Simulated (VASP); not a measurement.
# TiO2 in VASP: notebook

Aim: see how the results for TiO2 move with the level of theory and the settings. Levels: LDA+U, BLYP+D3(BJ), PBE. Tasks: relaxation of cell and atoms, single point.

Program: VASP 6.6.1. These are calculated values, not measurements. Logs are shortened: lines on timing, memory, paths and dates and some standing lists are left out, and cuts for length are marked.

### Step 1. The cell of the first run

The typed cell holds 9 atoms: a = 2.968 Å, b = 4.708 Å, c = 7.241 Å, α = 88.08°, β = 78.18°, γ = 90.00°.

### Step 2. Relaxation of cell and atoms, LDA+U

The input, INCAR:

```
PREC = Accurate
ENCUT = 600
EDIFF = 1E-7
ISMEAR = -1
SIGMA = 0.05
LREAL = F
LASPH = T
NELM = 200
ALGO = Normal
ISIF = 3
LWAVE = F
LCHARG = F
LMAXMIX = 4
LDAU = T
LDAUTYPE = 2
LDAUL = 2 -1
LDAUU = 5 0
LDAUJ = 0 0
LDAUPRINT = 1
GGA = CA
IBRION = 2
NSW = 60
EDIFFG = -0.01
GGA_COMPAT = F
NELMIN = 4
KPAR = 4
```

The input, KPOINTS:

```
regular mesh
0
Gamma
  7 5 3
```

The input, POSCAR:

```
TiO2
1.0
    2.9682645463      0.0000000000      0.0000000000
    0.0002080834      4.7076067549      0.0000000000
    1.4835696211      0.2423534620      7.0834647979
Ti O
3 6
Direct
    0.0033718700      0.0003888100      0.0007031900
    0.3446402100      0.4802596500      0.3169598700
    0.6617081400      0.5204743600      0.6844963600
    0.4400381600      0.1854376900      0.1285388000
    0.7779263400      0.2977287500      0.4518780700
    0.1012362400      0.3089534200      0.8062432200
    0.9064972100      0.6918369900      0.1951715700
    0.2294071500      0.7030072800      0.5495147300
    0.5680256700      0.8153000600      0.8728271800
```

Potentials or basis: VASP PAW LDA potentials, release 64 (Ti_sv, O).

Started as:

```console
$ cat potpaw_LDA.64/Ti_sv/POTCAR potpaw_LDA.64/O/POTCAR > POTCAR
$ mpirun -np 4 vasp_std > vasp.out
```

OUTCAR:

```text
PREC = Accurate
   ENCUT = 600
   EDIFF = 1E-7
   ISMEAR = -1
   LREAL = F
   LASPH = T
   NELM = 200
   ISIF = 3
   GGA = CA
   IBRION = 2
   NSW = 60
   EDIFFG = -0.01
   NELMIN = 4

 ion  position               nearest neighbor table
   1  0.003  0.000  0.001-   9 1.96   4 1.96   4 1.96   9 1.96   7 1.97   6 1.97
   2  0.345  0.480  0.317-   5 1.95   5 1.95   4 1.96   7 1.97   7 1.97   8 1.98
   3  0.662  0.520  0.684-   8 1.95   8 1.95   9 1.96   6 1.97   6 1.97   5 1.98
   4  0.440  0.185  0.129-   1 1.96   2 1.96   1 1.96
   5  0.778  0.298  0.452-   2 1.95   2 1.95   3 1.98
   6  0.101  0.309  0.806-   1 1.97   3 1.97   3 1.97
   7  0.906  0.692  0.195-   2 1.97   1 1.97   2 1.97
   8  0.229  0.703  0.550-   3 1.95   3 1.95   2 1.98
   9  0.568  0.815  0.873-   1 1.96   3 1.96   1 1.96

  LATTYP: Found a triclinic cell.
 ALAT       =     7.2412145089
 B/A-ratio  =     0.4099125282
 C/A-ratio  =     0.6501128718
 COS(alpha) =     0.0000442015
 COS(beta)  =     0.0334776766
 COS(gamma) =     0.2048785627

  Lattice vectors:

 A1 = (   1.4835696211,   0.2423534620,   7.0834647979)
 A2 = (   2.9682645463,   0.0000000000,   0.0000000000)
 A3 = (   0.0002080834,   4.7076067549,   0.0000000000)

Analysis of symmetry for initial positions (statically):
=====================================================================
 Subroutine PRICEL returns:
 Original cell was already a primitive cell.

 Routine SETGRP: Setting up the symmetry group for a
 triclinic supercell.

 Subroutine GETGRP returns: Found  1 space group operations
 (whereof  1 operations were pure point group operations)
 out of a pool of  2 trial point group operations.

The static configuration has the point symmetry C_1 .

Analysis of symmetry for dynamics (positions and initial velocities):
=====================================================================
 Subroutine PRICEL returns:
 Original cell was already a primitive cell.

 Routine SETGRP: Setting up the symmetry group for a
 triclinic supercell.

 Subroutine GETGRP returns: Found  1 space group operations
 (whereof  1 operations were pure point group operations)
 out of a pool of  2 trial point group operations.

The dynamic configuration has the point symmetry C_1 .

 Subroutine INISYM returns: Found  1 space group operations
 (whereof  1 operations are pure point group operations),
 and found     1 'primitive' translations

----------------------------------------------------------------------------------------

                                     Primitive cell

  volume of cell :      98.9802

  direct lattice vectors                    reciprocal lattice vectors
     2.968264546  0.000000000  0.000000000     0.336897195 -0.000014891 -0.070559655
     0.000208083  4.707606755  0.000000000     0.000000000  0.212422161 -0.007267806
     1.483569621  0.242353462  7.083464798     0.000000000  0.000000000  0.141173850

  length of vectors
     2.968264546  4.707606759  7.241214509     0.344206893  0.212546455  0.141173850

  position of ions in fractional coordinates (direct lattice)
     0.003371870  0.000388810  0.000703190
     0.344640210  0.480259650  0.316959870
     0.661708140  0.520474360  0.684496360
     0.440038160  0.185437690  0.128538800
     0.777926340  0.297728750  0.451878070
     0.101236240  0.308953420  0.806243220
     0.906497210  0.691836990  0.195171570
     0.229407150  0.703007280  0.549514730
     0.568025670  0.815300060  0.872827180

  ion indices of the primitive-cell ions
   primitive index   ion index
                 1           1
                 2           2
                 3           3
                 4           4
                 5           5
                 6           6
                 7           7
                 8           8
                 9           9

----------------------------------------------------------------------------------------

 KPOINTS: regular mesh

Automatic generation of k-mesh.
 Grid dimensions read from file:
 generate k-points for:    7    5    3

 Generating k-lattice:

  Cartesian coordinates                     Fractional coordinates (reciprocal lattice)
     0.048128171 -0.000002127 -0.010079951     0.142857143  0.000000000  0.000000000
     0.000000000  0.042484432 -0.001453561     0.000000000  0.200000000  0.000000000
     0.000000000  0.000000000  0.047057950     0.000000000  0.000000000  0.333333333

  Length of vectors
     0.049172413  0.042509291  0.047057950

  Shift w.r.t. Gamma in fractional coordinates (k-lattice)
     0.000000000  0.000000000  0.000000000

 Subroutine IBZKPT returns following result:
 ===========================================

 Found     53 irreducible k-points:

 Following reciprocal coordinates:
            Coordinates               Weight
  0.000000  0.000000  0.000000      1.000000
  0.142857  0.000000  0.000000      2.000000
  0.285714  0.000000 -0.000000      2.000000
  0.428571  0.000000  0.000000      2.000000
  0.000000  0.200000  0.000000      2.000000
  0.142857  0.200000  0.000000      2.000000
[... 16 lines left out ...]
 -0.428571  0.000000  0.333333      2.000000
 -0.285714  0.000000  0.333333      2.000000
 [... further k-points ...]
   k-points           NKPTS =     53   k-points in BZ     NKDIM =     53   number of bands    NBANDS=     43
   number of dos      NEDOS =    301   number of ions     NIONS =      9
   total plane-waves  NPLWV =  57600
   dimension x,y,z NGX =    24 NGY =   40 NGZ =   60
   dimension x,y,z NGXF=    48 NGYF=   80 NGZF=  120
   ions per type =               3   6
   NGX,Y,Z   is equivalent  to a cutoff of  13.44, 14.13, 13.77 a.u.
   NGXF,Y,Z  is equivalent  to a cutoff of  26.88, 28.25, 27.55 a.u.
 SYSTEM =  unknown system
   PREC   = accura    normal or accurate (medium, high low for compatibility)
   ISTART =      0    job   : 0-new  1-cont  2-samecut
   ICHARG =      2    charge: 1-file 2-atom 10-const
   ISPIN  =      1    spin polarized calculation?
   LNONCOLLINEAR =      F non collinear calculations
   LSORBIT =      F    spin-orbit coupling
   LASPH  =      T    aspherical Exc in radial PAW
   ENCUT  =  600.0 eV  44.10 Ry    6.64 a.u.   5.93  9.40 14.46*2*pi/ulx,y,z
   NELM   =    200;   NELMIN=  4; NELMDL= -5     # of ELM steps
   EDIFF  = 0.1E-06   stopping-criterion for ELM
   LREAL  =      F    real-space projection
   EDIFFG = -.1E-01   stopping-criterion for IOM
   NSW    =     60    number of steps for IOM
   IBRION =      2    ionic relax: 0-MD 1-quasi-New 2-CG
   NFREE  =      1    steps in history (QN), initial steepest desc. (CG)
   ISIF   =      3    stress and relaxation
   ISYM   =      2    0-nonsym 1-usesym 2-fastsym
   POTIM  = 0.5000    time-step for ionic-motion
   TEBEG  =    0.0;   TEEND  =   0.0 temperature during run
   PSTRESS=    0.0 pullay stress
   NELECT =      72.0000    total number of electrons
   NUPDOWN=      -1.0000    fix difference up-down
   EMIN   =  10.00;   EMAX   =-10.00  energy-range for DOS
   EFERMI =   0.00;   METHOD = LEGACY
   ISMEAR =    -1;   SIGMA  =   0.05  broadening in eV -4-tet -1-fermi 0-gaus
   EFERMI_NEDOS =   21; number of points for ismear=-14 and -15
   IALGO  =     38    algorithm
   IMIX   =      4    mixing-type and parameters
     AMIX     =   0.40;   BMIX     =  1.00
     AMIX_MAG =   1.60;   BMIX_MAG =  1.00
  volume/ion in A,a.u.               =      11.00        74.22
  Fermi-wavevector in a.u.,A,eV,Ry     =   1.472322  2.782285 29.493788  2.167732
  Thomas-Fermi vector in A             =   2.587351
   LORBIT       =      0    0 simple, 1 ext, 2 COOP (PROOUT), +10 PAW based schemes
 LDA+U is selected, type is set to LDAUTYPE =  2
   angular momentum for each species LDAUL =     2   -1
   U (eV)           for each species LDAUU =   5.0  0.0
   J (eV)           for each species LDAUJ =   0.0  0.0
   GGA     = CA    functional components
   LHFCALC =     F    Hartree Fock is set to
   AEXX    =    0.0000 exact exchange contribution
   IVDW    =     0    specifies the selected vdW correction
   LEPSILON=     F    determine dielectric tensor
   LRPA    =     F    only Hartree local field effects (RPA)
 conjugate gradient relaxation of ions
 non-spin polarized calculation
  energy-cutoff  :      600.00
  volume of cell :       98.98
 maximum number of plane-waves:      3329
   NGX = 11   NGY = 19   NGZ = 29

--------------------------------------- Ionic step        1  -------------------------------------------

 number of electron      71.9999996 magnetization

 Free energy of the ion-electron system (eV)
  ---------------------------------------------------
  ext. energy  EPLUGINS =         0.00000000
  ---------------------------------------------------
  free energy    TOTEN  =       -77.65510136 eV

  energy without entropy =      -77.65510136  energy(sigma->0) =      -77.65510136

------------------------ aborting loop because EDIFF is reached ----------------------------------------

  FORCE on cell =-STRESS in cart. coord.  units (eV):
  Direction    XX          YY          ZZ          XY          YZ          ZX
  --------------------------------------------------------------------------------------
  -------------------------------------------------------------------------------------
  Total        1.9329279     -0.0390023      0.6188034     -0.0112466      0.1283108      0.0043401
  in kB       31.2879932     -0.6313233     10.0164705     -0.1820470      2.0769458      0.0702520
  external PRESSURE =      13.5577135 kB  Pullay stress =       0.0000000 kB
[... 110 lines left out ...]
  FREE ENERGIE OF THE ION-ELECTRON SYSTEM (eV)
  ---------------------------------------------------
  free  energy   TOTEN  =       -77.6613762677 eV

  energy  without entropy=      -77.6613762677  energy(sigma->0) =      -77.66137627

[... ionic steps 4 to 14 ...]

--------------------------------------- Ionic step       15  -------------------------------------------

 number of electron      71.9999997 magnetization

------------------------ aborting loop because EDIFF is reached ----------------------------------------
[... 180 lines left out ...]
--------------------------------------- Ionic step       17  -------------------------------------------

 number of electron      71.9999997 magnetization

 Free energy of the ion-electron system (eV)
  ---------------------------------------------------
  ext. energy  EPLUGINS =         0.00000000
  ---------------------------------------------------
  free energy    TOTEN  =       -77.66461937 eV

  energy without entropy =      -77.66461937  energy(sigma->0) =      -77.66461937

 E-fermi :   4.9667     XC(G=0): -11.5969

 val. band max:        3.8937364290   @ k =   0.0000   0.0000   0.3333
 cond. band min:       6.7680196608   @ k =   0.0000   0.4000  -0.0000
 fundamental gap:      2.8742832318
 Fermi energy:         4.9666913776

 k-point     1 :       0.0000    0.0000    0.0000
  band No.  band energies     occupation
      1     -53.3724      2.00000
      2     -53.2124      2.00000
      3     -53.1795      2.00000
      4     -29.9877      2.00000
      5     -29.9536      2.00000
      6     -29.9247      2.00000
[... 1093 lines left out ...]
     42       7.9469      0.00000
     43       8.0971      0.00000

 [... further k-points ...]
[... 5 lines left out ...]
  --------------------------------------------------------------------------------------
  -------------------------------------------------------------------------------------
  Total        0.0077962      0.0223583     -0.0073787     -0.0008730      0.0069424     -0.0006201
  in kB        0.1259570      0.3612244     -0.1192113     -0.0141049      0.1121625     -0.0100183
  external PRESSURE =       0.1226567 kB  Pullay stress =       0.0000000 kB
[... 24 lines left out ...]
  FREE ENERGIE OF THE ION-ELECTRON SYSTEM (eV)
  ---------------------------------------------------
  free  energy   TOTEN  =       -77.6646193721 eV

  energy  without entropy=      -77.6646193721  energy(sigma->0) =      -77.66461937

 reached required accuracy - stopping structural energy minimisation
```

Run time: 7.6 min. Hardware: 4 MPI ranks of Intel Xeon Platinum 8488C (Sapphire Rapids), shared host; peak memory 0.34 GiB.

Results:

| Quantity | Value |
| --- | --- |
| Free energy | -77.6646 eV |
| Relaxed volume | 11.02 Å³/atom |
| Relaxed cell | a = 2.990 Å, b = 4.668 Å, c = 7.264 Å, α = 88.03°, β = 78.12°, γ = 90.00° |
| Space group after relaxing (to 0.1 Å) | C2/m (No. 12) |
| Energy gained by relaxing | 1.1 meV/atom |
| Ionic steps | 17 |
| Pressure after relaxing | 0.0 GPa |
| Largest force after relaxing | 0.008 eV/Å |
| Band gap on the k mesh | 2.87 eV (least direct gap 2.90 eV) |

Forces on the atoms (eV/Å):
```
Ti   0.003  0.000  0.000
Ti   0.002  0.000 -0.005
Ti   0.002  0.001  0.005
O   -0.001  0.003 -0.006
O   -0.001 -0.005 -0.005
O    0.000 -0.002 -0.003
O   -0.002  0.002  0.003
O    0.000  0.005  0.006
O   -0.001 -0.003  0.007
```

The path:
| step | energy change (eV) | largest force (eV/Å) | pressure (GPa) | volume (Å³) |
| --- | --- | --- | --- | --- |
| 1 | 0.0000 | 0.1698 | 1.36 | 98.98 |
| 2 | 0.0010 | 0.2868 | -2.40 | 100.32 |
| 3 | -0.0063 | 0.0810 | -0.48 | 99.62 |
| 4 | -0.0085 | 0.0404 | -0.12 | 99.42 |
| 5 | -0.0085 | 0.0412 | -0.11 | 99.42 |
| 6 | -0.0088 | 0.0604 | 0.08 | 99.29 |
| 7 | -0.0089 | 0.0482 | 0.06 | 99.31 |
| 8 | -0.0092 | 0.0206 | -0.01 | 99.29 |
| 9 | -0.0093 | 0.0177 | -0.06 | 99.26 |
| 10 | -0.0094 | 0.0183 | 0.05 | 99.18 |
| 11 | -0.0094 | 0.0181 | 0.05 | 99.19 |
| 12 | -0.0094 | 0.0146 | -0.03 | 99.21 |
| 13 | -0.0095 | 0.0196 | -0.08 | 99.22 |
| 14 | -0.0095 | 0.0101 | -0.03 | 99.19 |
| 15 | -0.0095 | 0.0223 | 0.06 | 99.15 |
| 16 | -0.0095 | 0.0102 | 0.02 | 99.17 |
| 17 | -0.0095 | 0.0076 | 0.01 | 99.17 |

Final structure:
```xyz
9
Lattice="2.9902 0.0000 0.0002 0.0001 4.6684 0.0032 1.4949 0.2452 7.1043" Properties=species:S:1:pos:R:3 pbc="T T T"
Ti    0.0117    0.0019    0.0050
Ti    1.5070    2.3221    2.2554
Ti    3.0019    2.5952    4.8623
O     1.5071    0.9008    0.9067
O     3.0022    1.4923    3.2142
O     1.5069    1.6430    5.7254
O     3.0025    3.2744    1.3923
O     1.5070    3.4251    3.9035
O     3.0022    4.0166    6.2110
```

Levels at points of the mesh, in eV from the valence-band top:
| k point | band 34 | band 35 | band 36 | band 37 | band 38 | band 39 |
| --- | --- | --- | --- | --- | --- | --- |
| (0.00, 0.00, 0.00) | -0.40 | -0.26 | -0.02 | 2.88 | 3.27 | 3.33 |

Eigenvalues of the final occupation matrices:
```
    site  spin  trace               eigenvalues
site 1 d     1   0.79  0.08 0.10 0.10 0.25 0.26
site 1 d     2   0.79  0.08 0.10 0.10 0.25 0.26
site 2 d     1   0.81  0.09 0.09 0.10 0.26 0.27
site 2 d     2   0.81  0.09 0.09 0.10 0.26 0.27
site 3 d     1   0.81  0.09 0.09 0.10 0.26 0.27
site 3 d     2   0.81  0.09 0.09 0.10 0.26 0.27
```

Caveat: an odd mesh through Γ misses points on the zone boundary, where band edges can lie.

### Step 3. Single point, BLYP+D3(BJ)

This run uses another cell than the first one, of 10.91 Å³/atom.

The input, INCAR:

```
PREC = Accurate
ENCUT = 520
EDIFF = 1E-6
ISMEAR = -1
SIGMA = 0.05
LREAL = False
LASPH = True
NELM = 80
ALGO = Normal
ISIF = 2
LWAVE = False
LCHARG = False
GGA = B5
ALDAX = 1.0
AGGAX = 1.0
AGGAC = 1.0
ALDAC = 0.0
IVDW = 12
VDW_S6 = 1.0
VDW_S8 = 2.6996
VDW_A1 = 0.4298
VDW_A2 = 4.2359
NBANDS = 46
```

The input, KPOINTS:

```
regular mesh
0
Gamma
  9 6 4
```

The input, POSCAR:

```
TiO2
1.0
    2.9726276610     -0.0000598976      0.0001088426
    0.0001133929      4.6698796689      0.0929762514
    1.4860052027      0.3802812375      7.0783104701
Ti O
3 6
Direct
    0.0032384466      0.0003760979      0.0007029325
    0.3443785039      0.4589902980      0.3190856522
    0.6628933795      0.5417623806      0.6823209820
    0.4369770815      0.1733225316      0.1341478380
    0.7725562665      0.2862926986      0.4630408522
    0.0986614403      0.3248643012      0.8108743324
    0.9088376016      0.6758881553      0.1905326579
    0.2348906462      0.7144609944      0.5383681968
    0.5704176238      0.8274295524      0.8672595461
```

Potentials or basis: VASP PAW PBE potentials, release 64 (Ti_sv, O).

Started as:

```console
$ cat potpaw_PBE.64/Ti_sv/POTCAR potpaw_PBE.64/O/POTCAR > POTCAR
$ mpirun -np 1 vasp_std > vasp.out
```

Wall time 6.5 min (1 thread of AMD EPYC 7R13 (Zen 3), shared host); peak memory 0.43 GiB.

It converged, with:

```yaml
Free_energy: -81.5056 eV
Pressure: 1.1 GPa
Largest_force: 0.091 eV/Å
Band_gap_on_the_k_mesh: 2.15 eV (least direct gap 2.20 eV)
Dispersion_energy_per_atom: -0.511 eV
```

Forces in eV/Å, atoms in the order of the input:
```
Ti   0.002  0.000  0.000
Ti   0.001  0.020 -0.031
Ti   0.000 -0.020  0.031
O   -0.001  0.007  0.010
O    0.000 -0.079  0.045
O    0.000 -0.001  0.004
O    0.000  0.001 -0.004
O    0.000  0.079 -0.045
O   -0.001 -0.007 -0.010
```

Stress tensor (GPa, compression positive):
```
1.31 0.00 0.00
0.00 0.85 0.00
0.00 0.00 1.04
```

Levels at points of the mesh, in eV from the valence-band top:
```csv
k point,band 32,band 33,band 34,band 35,band 36,band 37,band 38,band 39,band 40,band 41
"(0.00, 0.00, 0.00)",-0.82,-0.53,-0.40,-0.28,-0.05,2.15,2.54,2.65,2.79,3.03
"(0.00, 0.50, 0.00)",-1.17,-1.14,-1.00,-0.82,-0.80,2.18,2.61,2.72,2.92,2.99
"(0.00, 0.00, 0.50)",-1.26,-0.92,-0.80,-0.27,-0.14,2.23,2.58,2.78,2.83,2.89
"(0.00, 0.50, 0.50)",-1.44,-1.01,-0.82,-0.77,-0.41,2.21,2.51,2.55,2.81,3.07
```

Caveat: the PAW data sets were made with another functional, which shifts forces and pressure a little; an odd mesh through Γ misses points on the zone boundary, where band edges can lie.

(Part 1 of 2 ends here.)
